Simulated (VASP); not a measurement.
## Pt: single point with PBE

Sheet: Pt, a sheet with vacuum.

```
Pt
1.0
     2.17906    0.00000    0.00000
     0.00000    3.07591    0.00000
     0.00000    0.00000   14.00000
Pt
1
Cartesian
  0.0000 1.5380 7.0000
```

```
Program                : VASP 6.6.1
Task                   : single point
Functional             : PBE
Potentials or basis    : VASP PAW PBE potentials, release 64 (Pt)
Cutoff                 : 520 eV
k mesh                 : 8 × 6 × 1
Occupations            : gaussian, width 0.1 eV
Spin                   : no spin polarisation
Dipole correction      : yes
Further INCAR settings : ALGO = Normal; EDIFF = 1e-06; NBANDS = 11
```

The band gap on the k mesh is zero (band 5 reaches -1.26 eV, above the bottom of band 6 at -4.52 eV).

Levels at points of the mesh, in eV from the Fermi level:
| k point | band 1 | band 2 | band 3 | band 4 | band 5 | band 6 | band 7 | band 8 | band 9 | band 10 |
| --- | --- | --- | --- | --- | --- | --- | --- | --- | --- | --- |
| (0.00, 0.00, 0.00) | -8.87 | -5.28 | -2.57 | -1.67 | 1.48 | 1.55 | 1.76 | 5.59 | 6.60 | 7.21 |
| (0.50, 0.00, 0.00) | -5.71 | -5.21 | -2.25 | -0.30 | -0.06 | 4.16 | 9.68 | 10.93 | 12.27 | 12.93 |
| (0.00, 0.50, 0.00) | -8.69 | -3.20 | -2.10 | 0.69 | 1.09 | 1.15 | 1.59 | 5.12 | 8.78 | 9.24 |
| (0.50, 0.50, 0.00) | -6.57 | -5.50 | -1.22 | -0.27 | 1.94 | 8.02 | 8.64 | 13.29 | 13.34 | 14.23 |

Run time: 9.8 s on 1 thread of AMD EPYC 9R45 96-Core Processor (Zen 5), with other jobs on the host, peak memory 0.16 GiB.

Caveat: the k points lie up to 0.36 Å⁻¹ apart; spin-orbit coupling is left out, which moves the levels of the heavy elements.
